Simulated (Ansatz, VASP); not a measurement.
**HfO2: VASP beside Ansatz**

```
CELL_PARAMETERS angstrom
0.00000 2.54879 2.54879
2.54879 0.00000 2.54879
2.54879 2.54879 0.00000
ATOMIC_POSITIONS crystal
Hf 0.00000 0.00000 0.00000
O 0.25000 0.25000 0.25000
O 0.75000 0.75000 0.75000
```

Alike in both runs: task single point; functional PBE; k mesh 8 × 8 × 8; occupations gaussian, width 0.05 eV; no spin polarisation.

|  | VASP | Ansatz |
| --- | --- | --- |
| version | VASP 6.6.1 | Ansatz 0.2.0 |
| potentials or method | VASP PAW PBE potentials, release 64 (Hf_pv, O), cutoff 520 eV | scalar-relativistic, plane waves, PAW |
| valence electrons in the cell | 22 | 38 |

```csv
,VASP,Ansatz,Ansatz less VASP
gap on the k mesh at the Fermi level (eV),3.76,3.75,-0.011
least direct gap on the mesh (eV),3.76,3.75,-0.011
pressure (GPa),-3.6,0.0,+3.62
```

The functional is the same, so the differences come from potentials, cutoffs and numerics. VASP's potentials hold 22 valence electrons a cell and Ansatz's 38, so a difference there can come from the potentials and not from the codes.

Neither program's run includes spin-orbit coupling.
